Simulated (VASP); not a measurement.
Runs of VASP 6.6.1 on TiO2. The structure is that of space group Fm-3m (No. 225), or close to it. The cells are those of the table. 

| level | cell | k mesh | smearing | grid for exact exchange (PRECFOCK) | share of exact exchange | screening parameter | gap on the mesh (eV) | pressure (GPa) |
| --- | --- | --- | --- | --- | --- | --- | --- | --- |
| r2SCAN | a = 3.390, b = 3.480, c = 3.480 Å, angles 58.3, 60.9, 60.9°, 3 atoms | 10 × 10 × 10 | gaussian 0.01 eV | - | - | - | 1.14 | -11.2 |
| PBE | a = 3.341, b = 3.341, c = 3.292 Å, angles 60.5, 60.5, 59.0°, 3 atoms | 10 × 10 × 10 | fermi-dirac 0.02 eV | - | - | - | (c) | 25.2 |
| r2SCAN | a = 3.302 Å, angles 60.0°, 3 atoms | 10 × 10 × 10 | gaussian 0.01 eV | - | - | - | 1.63 | (b) |
| HSE06 | a = 3.341, b = 3.341, c = 3.292 Å, angles 60.5, 60.5, 59.0°, 3 atoms | 6 × 6 × 6 | gaussian 0.01 eV | Normal | 0.25 | 0.2079 1/Å | 2.44 | (a) |

Alike in all rows: task single point; potentials or basis VASP PAW PBE potentials, release 64 (Ti_sv, O); no spin polarisation; cutoff (eV) 520.

Fill in the values left out.

(a) 15.4; (b) 27.6; (c) 0.95.

Caveats: the PAW data sets were made with another functional, which shifts forces and pressure a little (at least some runs); the cell stands under pressure (at least some runs); the cell stands under tension (at least some runs).

A k mesh can miss the band edges.
